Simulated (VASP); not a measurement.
TiC (rock salt type): single point with PBE

TiC (rock salt type):

```
Ti C
1.0
     0.00000    2.16500    2.16500
     2.16500    0.00000    2.16500
     2.16500    2.16500    0.00000
Ti C
1 1
Direct
  0.00000 0.00000 0.00000
  0.50000 0.50000 0.50000
```

* Program: VASP 6.6.1
* Task: single point
* Functional: PBE
* Potentials or basis: VASP PAW PBE potentials, release 64 (Ti_sv, C)
* Cutoff: 520 eV
* k mesh: 8 × 8 × 8
* Occupations: fermi-dirac, width 0.1 eV
* Spin: no spin polarisation

```json
{"Pressure": "0.7 GPa", "Band gap on the k mesh": "zero (bands 8 and 9 overlap by 1.10 eV)"}
```

Levels at points of the mesh, in eV from the Fermi level:
```tsv
k point	band 4	band 5	band 6	band 7	band 8	band 9	band 10	band 11	band 12	band 13
(0.00, 0.00, 0.00)	-32.58	-12.37	0.73	0.73	0.73	1.71	1.71	1.71	1.75	1.75
(0.50, 0.00, 0.00)	-32.62	-8.88	-5.81	-2.86	-2.86	2.95	2.95	4.14	8.20	8.20
(0.50, 0.50, 0.00)	-32.75	-10.08	-3.40	-1.59	0.00	0.00	2.74	3.55	3.55	5.84
```

It took 16 s on 1 thread of Intel Xeon 8259CL (shared host), peak memory 0.14 GiB.
